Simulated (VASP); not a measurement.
# Ir (P6_3/mmc) in VASP: further runs, part 2 of 2

VASP 6.6.1.

### Step 4. Single point, PBE

File INCAR:

```
SYSTEM = Ir
PREC     = Accurate       ! precision mode
ENCUT    = 520            ! plane-wave cutoff, eV
EDIFF    = 1E-6           ! SCF threshold, eV
ISMEAR   = 0              ! smearing method
SIGMA    = 0.05           ! smearing width, eV
LREAL    = .False.        ! projectors in reciprocal space
LASPH    = .True.         ! aspherical terms in the spheres
NELM     = 100            ! most SCF steps
ALGO     = Normal         ! electronic algorithm
ISIF     = 2              ! what is computed and relaxed
LWAVE    = .False.        ! write WAVECAR
LCHARG   = .True.         ! write CHGCAR
GGA      = PE             ! functional
LELF     = .True.         ! ELF
LVHAR    = .True.       
NBANDS   = 16             ! bands
```

File KPOINTS:

```
regular mesh
0
Gamma
  18 18 10
  0 0 0
```

File POSCAR:

```
Ir
1.0
    2.7482991601      0.0000000000      0.0000000000
   -1.3741495800      2.3800968898      0.0000000000
    0.0000000000      0.0000000000      4.4524533463
Ir
2
Direct
    0.3333333333      0.6666666667      0.7500000000
    0.6666666667      0.3333333333      0.2500000000
```

Potentials or basis: VASP PAW PBE potentials, release 64 (Ir).

Started as:

```console
$ cat potpaw_PBE.64/Ir/POTCAR > POTCAR
$ mpirun -np 1 vasp_std > vasp.out
```

OUTCAR:

```text
SYSTEM = Ir
   PREC = Accurate
   ENCUT = 520
   EDIFF = 1E-6
   ISMEAR = 0
   LREAL = .False.
   LASPH = .True.
   NELM = 100
   ISIF = 2
   GGA = PE

 ion  position               nearest neighbor table
   1  0.333  0.667  0.750-   2 2.73   2 2.73   2 2.73   2 2.73   2 2.73   2 2.73
   2  0.667  0.333  0.250-   1 2.73   1 2.73   1 2.73   1 2.73   1 2.73   1 2.73

  LATTYP: Found a hexagonal cell.
 ALAT       =     2.7482991601
 C/A-ratio  =     1.6200759404

  Lattice vectors:

 A1 = (   2.7482991601,   0.0000000000,   0.0000000000)
 A2 = (  -1.3741495800,   2.3800968898,   0.0000000000)
 A3 = (   0.0000000000,   0.0000000000,   4.4524533463)

Analysis of symmetry for initial positions (statically):
=====================================================================
 Subroutine PRICEL returns:
 Original cell was already a primitive cell.

 Routine SETGRP: Setting up the symmetry group for a
 hexagonal supercell.

 Subroutine GETGRP returns: Found 24 space group operations
 (whereof 12 operations were pure point group operations)
 out of a pool of 24 trial point group operations.

The static configuration has the point symmetry D_3d.
 The point group associated with its full space group is D_6h.

Analysis of symmetry for dynamics (positions and initial velocities):
=====================================================================
 Subroutine PRICEL returns:
 Original cell was already a primitive cell.

 Routine SETGRP: Setting up the symmetry group for a
 hexagonal supercell.

 Subroutine GETGRP returns: Found 24 space group operations
 (whereof 12 operations were pure point group operations)
 out of a pool of 24 trial point group operations.

The dynamic configuration has the point symmetry D_3d.
 The point group associated with its full space group is D_6h.

 Subroutine INISYM returns: Found 24 space group operations
 (whereof 12 operations are pure point group operations),
 and found     1 'primitive' translations

----------------------------------------------------------------------------------------
[... 108 lines left out ...]
   ISMEAR =     0;   SIGMA  =   0.05  broadening in eV -4-tet -1-fermi 0-gaus
   EFERMI_NEDOS =   21; number of points for ismear=-14 and -15
   IALGO  =     38    algorithm
   IMIX   =      4    mixing-type and parameters
     AMIX     =   0.40;   BMIX     =  1.00
     AMIX_MAG =   1.60;   BMIX_MAG =  1.00
  volume/ion in A,a.u.               =      14.56        98.27
  Fermi-wavevector in a.u.,A,eV,Ry     =   1.394482  2.635189 26.457628  1.944581
  Thomas-Fermi vector in A             =   2.518027
   LORBIT       =      0    0 simple, 1 ext, 2 COOP (PROOUT), +10 PAW based schemes
   GGA     = PE    functional components
   LHFCALC =     F    Hartree Fock is set to
   AEXX    =    0.0000 exact exchange contribution
   IVDW    =     0    specifies the selected vdW correction
   LEPSILON=     F    determine dielectric tensor
   LRPA    =     F    only Hartree local field effects (RPA)
 non-spin polarized calculation
 Gauss-broadening in eV      SIGMA  =   0.05
  energy-cutoff  :      520.00
  volume of cell :       29.12
 maximum number of plane-waves:       798
   NGX = 11   NGY = 11   NGZ = 17

 number of electron      18.0000000 magnetization

 Free energy of the ion-electron system (eV)
  ---------------------------------------------------
  ext. energy  EPLUGINS =         0.00000000
  ---------------------------------------------------
  free energy    TOTEN  =       -17.55482180 eV

  energy without entropy =      -17.55230487  energy(sigma->0) =      -17.55356334

 E-fermi :  10.0341     XC(G=0): -13.8160

 val. band max:       10.0299582778   @ k =   0.3333   0.3333   0.1000
 cond. band min:      10.0464877435   @ k =   0.3333  -0.0000   0.4000
 fundamental gap:      0.0165294658
 Fermi energy:        10.0340820359

 k-point     1 :       0.0000    0.0000    0.0000
  band No.  band energies     occupation
      1      -0.8994      2.00000
      2       2.1377      2.00000
      3       6.2490      2.00000
      4       6.3416      2.00000
      5       6.3416      2.00000
      6       6.9730      2.00000
[... 433 lines left out ...]
      3       3.5010      2.00000
      4       5.9524      2.00000
      5       6.1118      2.00000
      6       6.5928      2.00000
[... 8 lines left out ...]
     15      20.3949      0.00000
     16      23.0874      0.00000

 [... further k-points ...]
[... 5 lines left out ...]
  --------------------------------------------------------------------------------------
  -------------------------------------------------------------------------------------
  Total        0.0815448      0.0815448      0.0877463      0.0000000      0.0000000      0.0000000
  in kB        4.4858945      4.4858945      4.8270433      0.0000000      0.0000000      0.0000000
  external PRESSURE =       4.5996108 kB  Pullay stress =       0.0000000 kB

 VOLUME and BASIS-vectors are now :
 -----------------------------------------------------------------------------
  energy-cutoff  :      520.00
  volume of cell :       29.12
      direct lattice vectors                 reciprocal lattice vectors
     2.748299160  0.000000000  0.000000000     0.363861407  0.210075481  0.000000000
    -1.374149580  2.380096890  0.000000000     0.000000000  0.420150963  0.000000000
     0.000000000  0.000000000  4.452453346     0.000000000  0.000000000  0.224595279

 POSITION                                       TOTAL-FORCE (eV/Angst)
 -----------------------------------------------------------------------------------
     -0.00000      1.58673      3.33934         0.000000     -0.000000      0.000000
      1.37415      0.79337      1.11311        -0.000000      0.000000      0.000000
 -----------------------------------------------------------------------------------
    total drift:                                0.000000     -0.000000     -0.000000

  FREE ENERGIE OF THE ION-ELECTRON SYSTEM (eV)
  ---------------------------------------------------
  free  energy   TOTEN  =       -17.5548218032 eV

  energy  without entropy=      -17.5523048729  energy(sigma->0) =      -17.55356334
```

OSZICAR:

```text
N       E                     dE             d eps       ncg     rms          rms(c)
DAV:   1     0.142186633046E+03    0.14219E+03   -0.84441E+03  7104   0.113E+03
DAV:   2    -0.149189381687E+02   -0.15711E+03   -0.14118E+03  7128   0.306E+02
DAV:   3    -0.186206108897E+02   -0.37017E+01   -0.36539E+01  9592   0.559E+01
DAV:   4    -0.186606110293E+02   -0.40000E-01   -0.39984E-01  8184   0.495E+00
DAV:   5    -0.186617297861E+02   -0.11188E-02   -0.11187E-02  9696   0.864E-01    0.204E+01
DAV:   6    -0.177334670053E+02    0.92826E+00   -0.11841E+00  8976   0.141E+01    0.835E+00
DAV:   7    -0.175665873328E+02    0.16688E+00   -0.36808E-01  9632   0.741E+00    0.210E+00
DAV:   8    -0.175593691921E+02    0.72181E-02   -0.54376E-03  8128   0.653E-01    0.120E+00
DAV:   9    -0.175548083333E+02    0.45609E-02   -0.48495E-03  9200   0.869E-01    0.200E-02
DAV:  10    -0.175548165221E+02   -0.81887E-05   -0.32245E-05 10528   0.488E-02    0.114E-02
DAV:  11    -0.175548215016E+02   -0.49795E-05   -0.22284E-06  9008   0.125E-02    0.188E-03
DAV:  12    -0.175548218032E+02   -0.30162E-06   -0.87048E-08  5792   0.280E-03
   1 F= -.17554822E+02 E0= -.17553563E+02  d E =-.251693E-02
```

It took 78 s on 1 thread of Intel Xeon Platinum 8259CL at 2.50GHz (Skylake/Cascade Lake), shared host; peak memory 0.21 GiB.

Results:

- Free energy: -17.5548 eV
- Pressure: 0.5 GPa
- Band gap on the k mesh: zero (band 9 reaches 10.95 eV, above the bottom of band 10 at 7.77 eV)

Caveat: spin-orbit coupling is left out, which moves the levels of the heavy elements.
